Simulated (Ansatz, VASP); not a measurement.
## One calculation of H18CO9, two programs

```
O H C
1.0
     6.70176    0.00000    0.00000
     0.00000    6.70176    0.00000
     0.00000    0.00000    6.70176
O H C
9 18 1
Direct
  0.47442 0.03379 0.79159
  0.51602 0.90516 0.41521
  0.06011 0.47500 0.13221
  0.35183 0.75427 0.05631
  0.12370 0.22482 0.81234
  0.84200 0.97141 0.94615
  0.77776 0.18864 0.29011
  0.10768 0.50723 0.52520
  0.70081 0.58961 0.84130
  0.47755 0.98040 0.65462
  0.61288 0.03080 0.84038
  0.59195 0.02060 0.36751
  0.44265 0.85792 0.29892
  0.13488 0.59206 0.08803
  0.08307 0.37782 0.02441
  0.37963 0.86011 0.95779
  0.45325 0.65594 0.02727
  0.26228 0.17671 0.81216
  0.11510 0.31755 0.69924
  0.95279 0.03469 0.87411
  0.83726 0.82928 0.91703
  0.80907 0.32251 0.24608
  0.81896 0.10503 0.17824
  0.15737 0.64144 0.53562
  0.09953 0.47885 0.38118
  0.71901 0.62072 0.54276
  0.63836 0.37026 0.64619
  0.68906 0.52477 0.67262
```

Alike in both runs: functional r2SCAN; k mesh 1 × 1 × 1; occupations fermi-dirac, width 0.05 eV; no spin polarisation.

Ansatz relaxed the structure, and its values are those at the end. VASP's run is a single point on that final structure, the one shown.

|  | VASP | Ansatz |
| --- | --- | --- |
| version | VASP 6.6.1 | Ansatz 0.2.0 |
| potentials or method | VASP PAW PBE potentials, release 64 (O_h, H_h, C_h), cutoff 1100 eV | scalar-relativistic, plane waves, PAW |
| valence electrons in the cell | 76 | 76 |

|  | VASP | Ansatz | Ansatz less VASP |
| --- | --- | --- | --- |
| gap on the k mesh at the Fermi level (eV) | 4.37 | 4.37 | +0.003 |
| rms of the force components (eV/Å) | 0.058 | 0.064 | +0.0061 |

VASP's potentials were made for PBE, not for r2SCAN. Ansatz's warnings: xc potential rough in thin density.
